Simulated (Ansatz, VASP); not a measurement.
## KBr: VASP beside Ansatz

POSCAR

```
KBr
1.0
    0.0000000000      3.3000000000      3.3000000000
    3.3000000000      0.0000000000      3.3000000000
    3.3000000000      3.3000000000      0.0000000000
K Br
1 1
Direct
    0.0000000000      0.0000000000      0.0000000000
    0.5000000000      0.5000000000      0.5000000000
```

File INCAR.step1:

```
PREC     = Accurate       # precision mode
ENCUT    = 550            # plane-wave cutoff, eV
ISMEAR   = 0              # smearing method
SIGMA    = 0.01           # smearing width, eV
LREAL    = F              # projectors in reciprocal space
LASPH    = T              # aspherical terms in the spheres
NELM     = 120            # most SCF steps
NBANDS   = 15             # bands
GGA      = PE             # functional
ALGO     = Normal         # electronic algorithm
EDIFF    = 1E-5           # SCF threshold, eV
LWAVE    = T              # write WAVECAR
LCHARG   = F              # write CHGCAR
GGA_COMPAT= F
```

INCAR.step2

```
PREC     = Accurate       # precision mode
ENCUT    = 550            # plane-wave cutoff, eV
EDIFF    = 1E-6           # SCF threshold, eV
ISMEAR   = 0              # smearing method
SIGMA    = 0.01           # smearing width, eV
LREAL    = F              # projectors in reciprocal space
LASPH    = T              # aspherical terms in the spheres
NELM     = 120            # most SCF steps
ALGO     = Normal         # electronic algorithm
ISIF     = 2              # what is computed and relaxed
LWAVE    = F              # write WAVECAR
LCHARG   = F              # write CHGCAR
METAGGA  = R2SCAN         # meta-GGA
LMIXTAU  = T            
NBANDS   = 15             # bands
ISTART   = 1            
GGA_COMPAT= F
```

The input KPOINTS:

```
Automatic mesh
0
Gamma
  5 5 5
```

Input for Ansatz:

```yaml
crystal:
  lattice:
    - [0.0, 3.3, 3.3]
    - [3.3, 0.0, 3.3]
    - [3.3, 3.3, 0.0]
  atoms:
    - { symbol: K, position: [0.0, 0.0, 0.0] }
    - { symbol: Br, position: [0.5, 0.5, 0.5] }
kpoints:
  mp_grid:
    grid: [5, 5, 5]
hamiltonian:
  xc: r2scan
scf:
  convergence:
    dr2_threshold: 1.0e-08
  occupations:
    method: fixed
output:
  forces: true
  stress: true
```

Alike in both runs: task single point; functional r2SCAN; k mesh 5 × 5 × 5; no spin polarisation.

|  | VASP | Ansatz |
| --- | --- | --- |
| version | VASP 6.6.1 | Ansatz 0.2.0 |
| potentials or method | VASP PAW PBE potentials, release 64 (K_sv, Br) | plane waves, PAW |
| plane-wave cutoff (eV) | 550 | 500 |
| occupations | gaussian, width 0.01 eV | fixed |
| valence electrons in the cell | 16 | 16 |

|  | VASP | Ansatz | Ansatz less VASP |
| --- | --- | --- | --- |
| pressure (GPa) | 0.1 | 0.1 | 0.00 |

VASP's potentials were made for PBE, not for r2SCAN. Ansatz's warnings: stress scf threshold loose.
